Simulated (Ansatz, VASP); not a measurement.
**Ca: VASP beside Ansatz**

INCAR

```
SYSTEM = Ca
ALGO = Normal
EDIFF = 1E-6
ENCUT = 520
GGA = CA
ISIF = 2
ISMEAR = -1
LASPH = .True.
LCHARG = .False.
LREAL = .False.
LWAVE = .False.
NBANDS = 11
NELM = 100
PREC = Accurate
SIGMA = 0.1
```

The input KPOINTS:

```
k-points
0
Gamma
  8 8 8
  0 0 0
```

File POSCAR:

```
Ca
1.0
    0.0000000000      2.6714532750      2.6714532750
    2.6714532750      0.0000000000      2.6714532750
    2.6714532750      2.6714532750      0.0000000000
Ca
1
Direct
    0.0000000000      0.0000000000      0.0000000000
```

Input for Ansatz:

```yaml
crystal:
  lattice:
    - [0.0, 2.671453275, 2.671453275]
    - [2.671453275, 0.0, 2.671453275]
    - [2.671453275, 2.671453275, 0.0]
  atoms:
    - { symbol: Ca, position: [0.0, 0.0, 0.0] }
hamiltonian:
  xc: lda
  pseudopotentials:
    kind: paw
    azcp:
      Ca: "pseudopotentials/Ca.paw.azcp"
basis:
  ecutwfc: 420
  fft_grid_basis: typed
kpoints:
  mp_grid: { grid: [8, 8, 8], shift: [0, 0, 0] }
magnetization:
  spin_polarized: false
scf:
  occupations: { method: fermi_dirac, width: 0.1 }
  lower_state_search: "off"
output:
  stress: true
```

Alike in both runs: task single point; functional LDA; k mesh 8 × 8 × 8; occupations fermi-dirac, width 0.1 eV; no spin polarisation.

```csv
,VASP,Ansatz
version,VASP 6.6.1,Ansatz 0.2.0
potentials or method,"VASP PAW LDA potentials, release 64 (Ca_sv), cutoff 520 eV","plane waves (420 eV) with PAW, scalar-relativistic"
valence electrons in the cell,10,10
```

|  | VASP | Ansatz | Ansatz less VASP |
| --- | --- | --- | --- |
| pressure (GPa) | 0.0 | 0.0 | 0.00 |

Ansatz warns that its potentials were made for another functional, while VASP's fit it. LDA's correlation is that of Perdew and Zunger in VASP and of Perdew and Wang (1992) in Ansatz.
